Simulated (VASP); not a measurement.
# Al3B2Sb (Cm) in VASP: relaxation of shape and atoms at fixed volume with PBE

Aim: the relaxation of shape and atoms at fixed volume of Al3B2Sb with PBE.

All numbers are computed with VASP 6.6.1; they aren't measurements. Logs are shortened: lines on timing, memory, paths and dates and some standing lists are left out, and cuts for length are marked.

## 1. The cell of the first run

Symmetry: Cm, No. 8, monoclinic system. The conventional cell has a = 5.257 Å, b = 3.033 Å, c = 10.952 Å, α = 90.00°, β = 99.40°, γ = 90.00°. Within 3.1 Å of Al (site symmetry m) lie 6 B at 2.33 to 2.42 Å and 3 Sb at 2.98 to 2.99 Å and 6 Al at 3.03 Å. Al (site symmetry m) has 6 B at 2.39 to 2.49 Å and 10 Al at 2.79 to 3.30 Å within 3.3 Å. Al (site symmetry m) has 9 Al at 2.79 to 3.03 Å and 1 Sb at 2.92 Å within 3.7 Å. Within 2.5 Å of B (site symmetry m) lie 3 B at 1.76 Å and 6 Al at 2.39 to 2.42 Å. Within 2.5 Å of B (site symmetry m) lie 3 B at 1.76 Å and 6 Al at 2.33 to 2.49 Å. Within 3.8 Å of Sb (site symmetry m) lie 4 Al at 2.92 to 2.99 Å and 6 Sb at 3.03 Å.

## 2. Relaxation of shape and atoms at fixed volume, PBE (14.36 Å³/atom)

INCAR reads:

```
SYSTEM = Al3B2Sb
ALGO = Normal ; EDIFF = 1E-6
EDIFFG = -0.01 ; ENCUT = 600
GGA = PE ; IBRION = 2
ISIF = 4 ; ISMEAR = 0
LASPH = .True. ; LCHARG = .False.
LREAL = .False. ; LWAVE = .False.
NELM = 60 ; NSW = 50
PREC = Accurate ; SIGMA = 0.1
```

KPOINTS reads:

```
k-points
0
Gamma
  12 12 4
  0 0 0
```

POSCAR reads:

```
Al3B2Sb
1.0
    2.6283705115     -1.5164263833      0.0218340526
    2.6283705115      1.5164263833      0.0218340526
   -1.8777474734      0.0000000000     10.7898888873
Al B Sb
3 2 1
Direct
    0.9498786697      0.9498786697      0.8610192378
    0.0547588005      0.0547588005      0.1662818493
    0.4559327132      0.4559327132      0.3671237938
    0.6696602646      0.6696602646      0.0157054407
    0.3319295625      0.3319295625      0.0029295428
    0.5442949346      0.5442949346      0.6369401355
```

Potentials or basis: VASP PAW PBE potentials, release 64 (Al, B, Sb).

Started as:

```
$ cat potpaw_PBE.64/Al/POTCAR potpaw_PBE.64/B/POTCAR potpaw_PBE.64/Sb/POTCAR > POTCAR
$ mpirun -np 1 vasp_std > vasp.out
```

OUTCAR:

```text
SYSTEM = Al3B2Sb
   EDIFF = 1E-6
   EDIFFG = -0.01
   ENCUT = 600
   GGA = PE
   IBRION = 2
   ISIF = 4
   ISMEAR = 0
   LASPH = .True.
   LREAL = .False.
   NELM = 60
   NSW = 50
   PREC = Accurate

 ion  position               nearest neighbor table
   1  0.950  0.950  0.861-   5 2.33   5 2.33   5 2.33   4 2.42   4 2.42   4 2.42   6 2.98   6 2.99
                             6 2.99   2 3.30
   2  0.055  0.055  0.166-   4 2.39   4 2.39   4 2.39   5 2.48   5 2.49   5 2.49   3 2.79   3 2.79
                             3 2.79   1 3.30
   3  0.456  0.456  0.367-   2 2.79   2 2.79   2 2.79   6 2.92
   4  0.670  0.670  0.016-   5 1.76   5 1.76   5 1.76   2 2.39   2 2.39   2 2.39   1 2.42   1 2.42
                             1 2.42
   5  0.332  0.332  0.003-   4 1.76   4 1.76   4 1.76   1 2.33   1 2.33   1 2.33   2 2.48   2 2.49
                             2 2.49
   6  0.544  0.544  0.637-   3 2.92   1 2.98   1 2.99   1 2.99

  LATTYP: Found a base centered monoclinic cell.
 ALAT       =     5.2569223968
 B/A-ratio  =     0.5769255351
 C/A-ratio  =     2.0833598187
 COS(beta)  =    -0.1632618241

  Lattice vectors:

 A1 = (   2.6283705115,  -1.5164263833,   0.0218340526)
 A2 = (   2.6283705115,   1.5164263833,   0.0218340526)
 A3 = (  -1.8777474734,   0.0000000000,  10.7898888873)

Analysis of symmetry for initial positions (statically):
=====================================================================
 Subroutine PRICEL returns:
 Original cell was already a primitive cell.

 Routine SETGRP: Setting up the symmetry group for a
 base centered monoclinic supercell.

 Subroutine GETGRP returns: Found  2 space group operations
 (whereof  2 operations were pure point group operations)
 out of a pool of  4 trial point group operations.

The static configuration has the point symmetry C_1h.

Analysis of symmetry for dynamics (positions and initial velocities):
=====================================================================
 Subroutine PRICEL returns:
 Original cell was already a primitive cell.

 Routine SETGRP: Setting up the symmetry group for a
 base centered monoclinic supercell.

 Subroutine GETGRP returns: Found  2 space group operations
 (whereof  2 operations were pure point group operations)
 out of a pool of  4 trial point group operations.

The dynamic configuration has the point symmetry C_1h.

 Subroutine INISYM returns: Found  2 space group operations
 (whereof  2 operations are pure point group operations),
 and found     1 'primitive' translations

[... 139 lines left out ...]
   NGX = 13   NGY = 13   NGZ = 43

--------------------------------------- Ionic step        1  -------------------------------------------

 number of electron      20.0000000 magnetization

 Free energy of the ion-electron system (eV)
  ---------------------------------------------------
  ext. energy  EPLUGINS =         0.00000000
  ---------------------------------------------------
  free energy    TOTEN  =       -28.05001336 eV

  energy without entropy =      -28.04322346  energy(sigma->0) =      -28.04661841

------------------------ aborting loop because EDIFF is reached ----------------------------------------

  FORCE on cell =-STRESS in cart. coord.  units (eV):
  Direction    XX          YY          ZZ          XY          YZ          ZX
  --------------------------------------------------------------------------------------
  -------------------------------------------------------------------------------------
  Total        1.9615032      1.9412017      1.3754081      0.0000000      0.0000000      0.0228714
  in kB       36.4852499     36.1076281     25.5834956      0.0000000      0.0000000      0.4254225
  external PRESSURE =      32.7254579 kB  Pullay stress =       0.0000000 kB
[... 101 lines left out ...]
  FREE ENERGIE OF THE ION-ELECTRON SYSTEM (eV)
  ---------------------------------------------------
  free  energy   TOTEN  =       -28.0512313130 eV

  energy  without entropy=      -28.0441057478  energy(sigma->0) =      -28.04766853

[... ionic steps 4 to 7 ...]

--------------------------------------- Ionic step        8  -------------------------------------------

 number of electron      20.0000000 magnetization

------------------------ aborting loop because EDIFF is reached ----------------------------------------
[... 75 lines left out ...]
--------------------------------------- Ionic step       10  -------------------------------------------

 number of electron      20.0000000 magnetization

 Free energy of the ion-electron system (eV)
  ---------------------------------------------------
  ext. energy  EPLUGINS =         0.00000000
  ---------------------------------------------------
  free energy    TOTEN  =       -28.05202658 eV

  energy without entropy =      -28.04500965  energy(sigma->0) =      -28.04851812

 E-fermi :   8.8112     XC(G=0): -10.6515

 val. band max:        8.8035419379   @ k =   0.5000   0.0833  -0.0000
 cond. band min:       8.8118908004   @ k =   0.3333   0.2500   0.5000
 fundamental gap:      0.0083488625
 Fermi energy:         8.8112429820

 k-point     1 :       0.0000    0.0000    0.0000
  band No.  band energies     occupation
      1      -5.8343      2.00000
      2      -4.5906      2.00000
      3      -1.5962      2.00000
      4       0.8463      2.00000
      5       1.8727      2.00000
      6       6.7211      2.00000
      7       7.6643      2.00000
      8       7.6667      2.00000
      9       8.0774      2.00000
     10      12.6761      0.00000
     11      12.6824      0.00000
     12      14.6613      0.00000
     13      15.5622      0.00000
     14      15.6303      0.00000
[... 377 lines left out ...]
      1      -1.1954      2.00000
      2      -0.9701      2.00000
      3       0.5534      2.00000
      4       2.6720      2.00000
      5       2.8602      2.00000
      6       3.5879      2.00000
      7       4.4718      2.00000
      8       5.6890      2.00000
      9       6.3193      2.00000
     10       7.0131      2.00000
     11       7.7497      2.00000
     12       8.9895      0.01168
     13       9.7490      0.00000
     14      10.6402      0.00000

 [... further k-points ...]

------------------------ aborting loop because EDIFF is reached ----------------------------------------

  FORCE on cell =-STRESS in cart. coord.  units (eV):
  Direction    XX          YY          ZZ          XY          YZ          ZX
  --------------------------------------------------------------------------------------
  -------------------------------------------------------------------------------------
  Total        1.6305672      1.6290818      1.6314811      0.0000000      0.0000000      0.0021321
  in kB       30.3296221     30.3019939     30.3466215      0.0000000      0.0000000      0.0396577
  external PRESSURE =      30.3260792 kB  Pullay stress =       0.0000000 kB
[... 21 lines left out ...]
  FREE ENERGIE OF THE ION-ELECTRON SYSTEM (eV)
  ---------------------------------------------------
  free  energy   TOTEN  =       -28.0520265764 eV

  energy  without entropy=      -28.0450096544  energy(sigma->0) =      -28.04851812

 reached required accuracy - stopping structural energy minimisation
```

CONTCAR:

```text
Al3B2Sb
   1.00000000000000
     2.6324812028288802   -1.5191171561660126    0.0239100083684657
     2.6324812028288802    1.5191171561660126    0.0239100083684657
    -1.8718867338123202    0.0000000000000000   10.7525030408750855
  Al              B               Sb
     3     2     1
Direct
     0.9503687324576885    0.9503687324576885    0.8605552686381804
     0.0547765330893783    0.0547765330893783    0.1671844479090155
     0.4560842419325988    0.4560842419325988    0.3677218177602583
     0.6697943053128744    0.6697943053128744    0.0162527072926787
     0.3319754601511912    0.3319754601511912    0.0029455387077574
     0.5434556721562647    0.5434556721562647    0.6353402195921053

  0.00000000E+00  0.00000000E+00  0.00000000E+00
  0.00000000E+00  0.00000000E+00  0.00000000E+00
  0.00000000E+00  0.00000000E+00  0.00000000E+00
  0.00000000E+00  0.00000000E+00  0.00000000E+00
  0.00000000E+00  0.00000000E+00  0.00000000E+00
  0.00000000E+00  0.00000000E+00  0.00000000E+00
```

Wall time 14 min (1 thread of AMD EPYC 9755, shared host); peak memory 0.39 GiB.

What came out:

| Property | Result |
| --- | --- |
| Free energy | -28.0520 eV |
| Energy gained by relaxing | 0.3 meV/atom |
| Ionic steps | 10 |
| Pressure after relaxing | 3.0 GPa |
| Largest force after relaxing | 0.007 eV/Å |
| Band gap on the k mesh | zero (bands 10 and 11 overlap by 5.47 eV) |

Forces in eV/Å, atoms in the order of the input:
```
Al   0.004  0.000 -0.002
Al  -0.002  0.000  0.001
Al  -0.002  0.000 -0.005
B    0.006  0.000  0.002
B   -0.004  0.000  0.004
Sb  -0.002  0.000  0.000
```

The path:
```
step  energy change (eV)  largest force (eV/Å)  pressure (GPa)  volume (Å³)
   1              0.0000                0.0577            3.27        86.14
   2             -0.0012                0.0599            3.14        86.14
   3             -0.0012                0.0599            3.12        86.14
   4             -0.0016                0.0476            3.09        86.14
   5             -0.0019                0.0273            3.04        86.14
   6             -0.0020                0.0139            3.03        86.14
   7             -0.0020                0.0164            3.03        86.14
   8             -0.0020                0.0131            3.03        86.14
   9             -0.0020                0.0123            3.03        86.14
  10             -0.0020                0.0069            3.03        86.14
```

Final structure:
```
Al B Sb
1.0
     2.63248   -1.51912    0.02391
     2.63248    1.51912    0.02391
    -1.87189    0.00000   10.75250
Al B Sb
3 2 1
Direct
  0.95037 0.95037 0.86056
  0.05478 0.05478 0.16718
  0.45608 0.45608 0.36772
  0.66979 0.66979 0.01625
  0.33198 0.33198 0.00295
  0.54346 0.54346 0.63534
```

Caveat: spin-orbit coupling is left out, which moves the levels of the heavy elements.
